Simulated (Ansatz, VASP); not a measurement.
**One calculation of SiO2, two programs**

File INCAR:

```
PREC     = Accurate       # precision mode
ENCUT    = 520            # plane-wave cutoff, eV
EDIFF    = 1E-6           # SCF threshold, eV
ISMEAR   = 0              # smearing method
SIGMA    = 0.05           # smearing width, eV
LREAL    = False          # projectors in reciprocal space
LASPH    = True           # aspherical terms in the spheres
NELM     = 60             # most SCF steps
ALGO     = Normal         # electronic algorithm
ISIF     = 2              # what is computed and relaxed
LWAVE    = False          # write WAVECAR
LCHARG   = False          # write CHGCAR
GGA      = PE             # functional
NBANDS   = 25             # bands
```

The input KPOINTS:

```
Automatic mesh
0
Gamma
  6 6 8
```

Contents of POSCAR:

```
SiO2
1.0
    4.2361165246      0.0000000000      0.0000000000
    0.0000000000      4.2361165246      0.0000000000
    0.0000000000      0.0000000000      2.6904781099
Si O
2 4
Direct
    0.5000000000      0.5000000000      0.4442478274
    0.0000000000      0.0000000000     -0.0557521726
    0.6930152168      0.6930152168      0.0000000000
    0.1930152168      0.8069847832      0.5000000000
    0.3069847832      0.3069847832      0.0000000000
    0.8069847832      0.1930152168      0.5000000000
```

Input for Ansatz:

```yaml
crystal:
  lattice:
    - [4.2361165246, 0.0, 0.0]
    - [0.0, 4.2361165246, 0.0]
    - [0.0, 0.0, 2.6904781099]
  atoms:
    - { symbol: Si, position: [0.5, 0.5, 0.4442478274] }
    - { symbol: Si, position: [0.0, 0.0, -0.0557521726] }
    - { symbol: O, position: [0.6930152168, 0.6930152168, 0.0] }
    - { symbol: O, position: [0.1930152168, 0.8069847832, 0.5] }
    - { symbol: O, position: [0.3069847832, 0.3069847832, 0.0] }
    - { symbol: O, position: [0.8069847832, 0.1930152168, 0.5] }
basis:
  ecutwfc: 420
kpoints:
  mp_grid: { grid: [6, 6, 8] }
hamiltonian:
  xc: pbe
scf:
  occupations: { method: gaussian, width: 0.05 }
output:
  forces: true
  stress: true
  eigenvalues: true
  write_density: true
  write_potential: true
  elf: true
  volumetric_format: npy
```

Change from the starting cell: all Si atoms moved +0.150 Å, as atom 1 towards its neighbour atom 1 (Si) at 2.690 Å.

Alike in both runs: task single point; functional PBE; k mesh 6 × 6 × 8; occupations gaussian, width 0.05 eV; no spin polarisation.

```csv
,VASP,Ansatz
version,VASP 6.6.1,Ansatz 0.2.0
potentials or method,"VASP PAW PBE potentials, release 64 (Si, O), cutoff 520 eV","scalar-relativistic, plane waves, PAW"
valence electrons in the cell,32,32
```

```tsv
	VASP	Ansatz	Ansatz less VASP
gap on the k mesh at the Fermi level (eV)	4.90	4.91	+0.018
least direct gap on the mesh (eV)	4.90	4.91	+0.018
pressure (GPa)	6.0	5.7	-0.26
traceless stress, the component that is largest in VASP (GPa)	2.52	2.03	-0.487
rms of the force components (eV/Å)	1.435	1.406	-0.0288
```

Atom by atom the forces differ by 0.031 eV/Å (rms over components). The functional is the same, so the differences come from potentials, cutoffs and numerics.
